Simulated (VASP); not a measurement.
Pb3F2:

```
Pb F
1.0
     7.57731    0.00000    0.00000
     0.00000    7.57731    0.00000
     0.00000    0.00000    4.42213
Pb F
6 4
Cartesian
  2.8142 6.6029 2.2111
  0.9744 2.8142 2.2111
  4.7631 0.9744 2.2111
  6.6029 4.7631 2.2111
  0.0000 0.0000 2.2111
  3.7887 3.7887 2.2111
  1.3139 5.1026 0.0000
  2.4747 1.3139 0.0000
  6.2634 2.4747 0.0000
  5.1026 6.2634 0.0000
```

Base run:

| Property | Result |
| --- | --- |
| Program | VASP 6.6.1 |
| Functional | PBE |
| Potentials or basis | VASP PAW PBE potentials, release 64 (Pb_d, F) |
| Cutoff | 520 eV |
| k mesh | 3 × 3 × 4 |
| Occupations | fermi-dirac, width 0.1 eV |
| Spin | no spin polarisation |

Its results: band gap on the k mesh zero (bands 56 and 57 overlap by 1.65 eV); pressure 1.4 GPa; largest force 1.841 eV/Å.

Problem. The run is repeated on the same cell with these changes: functional from PBE to RPBE; k mesh from 3 × 3 × 4 to 4 × 4 × 5. What comes out?

Solution. Band gap on the k mesh zero (bands 56 and 57 overlap by 1.43 eV); pressure 3.6 GPa; largest force 1.777 eV/Å.

Several settings changed at once.

Caveats: spin-orbit coupling is left out, which moves the levels of the heavy elements; the stress differs along the axes, from -6 to 5 GPa (at least some runs); forces of over 1 eV/Å act on the atoms, so gaps and moduli don't describe the material at rest (at least some runs); the stress differs along the axes, from -4 to 8 GPa (at least some runs); the PAW data sets were made with another functional, which shifts forces and pressure a little (at least some runs).
